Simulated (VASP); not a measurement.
## BaTiO3: relaxation of cell and atoms with PBE

Crystal: BaTiO3.

```
Ba Ti O
1.0
     3.93255    0.00000    0.00000
     0.00000    3.93255    0.00000
     0.00000    0.00000    3.93255
Ba Ti O
1 1 3
Cartesian
  1.9663 1.9663 1.9663
  0.0000 0.0000 0.0000
  1.9663 0.0000 0.0000
  0.0000 1.9663 0.0000
  0.0000 0.0000 1.9663
```

```yaml
Program: VASP 6.6.1
Task: relaxation of cell and atoms
Functional: PBE
Potentials_or_basis: VASP PAW PBE potentials, release 64 (Ba_sv, Ti_sv, O)
Cutoff: 600 eV
k_mesh: 8 × 8 × 8
Occupations: gaussian, width 0.02 eV
Spin: no spin polarisation
Target_pressure: 12 GPa
Dipole_correction: no
Further_INCAR_settings: ALGO = Normal; EDIFF = 1e-06; IBRION = 2; EDIFFG = -0.008; NSW = 70; ISIF = 3
```

```
Relaxed volume                                             : 12.29 Å³/atom
Relaxed cell                                               : a = 3.947 Å, b = 3.947 Å, c = 3.947 Å, α = 90.00°, β = 90.00°, γ = 90.00°
Space group after relaxing (to 0.1 Å)                      : Pm-3m (No. 221)
Energy change on relaxing (the run minimises the enthalpy) : -10.8 meV/atom
Ionic steps                                                : 3
Pressure after relaxing                                    : 12.0 GPa
Band gap on the k mesh                                     : 1.83 eV (least direct gap 1.93 eV)
```

The path:
```csv
step,energy change (eV),largest force (eV/Å),pressure (GPa),volume (Å³)
1,0.0000,0.0000,14.36,60.82
2,-0.1144,0.0000,8.89,62.40
3,-0.0538,0.0000,11.99,61.47
```

Final structure:
```xyz
5
Lattice="3.9466 0.0000 0.0000 0.0000 3.9466 0.0000 0.0000 0.0000 3.9466" Properties=species:S:1:pos:R:3 pbc="T T T"
Ba    1.9733    1.9733    1.9733
Ti    0.0000    0.0000    0.0000
O     1.9733    0.0000    0.0000
O     0.0000    1.9733    0.0000
O     0.0000    0.0000    1.9733
```

Levels at points of the mesh, in eV from the valence-band top:
```csv
k point,band 18,band 19,band 20,band 21,band 22,band 23
"(0.00, 0.00, 0.00)",-0.10,-0.10,-0.10,1.83,1.83,1.83
"(0.50, 0.00, 0.00)",-1.88,-0.71,-0.71,2.01,3.70,3.70
"(0.50, 0.50, 0.00)",-0.84,-0.84,-0.10,3.71,3.71,4.14
"(0.50, 0.50, 0.50)",0.00,0.00,0.00,4.43,4.43,4.43
```

Run time: 50 s on 1 thread of Intel(R) Xeon(R) 6975P-C (Granite Rapids), with other jobs on the host, peak memory 0.23 GiB.

Caveat: the cell is relaxed towards a set pressure, so the run minimises the enthalpy, not the energy; spin-orbit coupling is left out, which moves the levels of the heavy elements. A k mesh can miss the band edges.
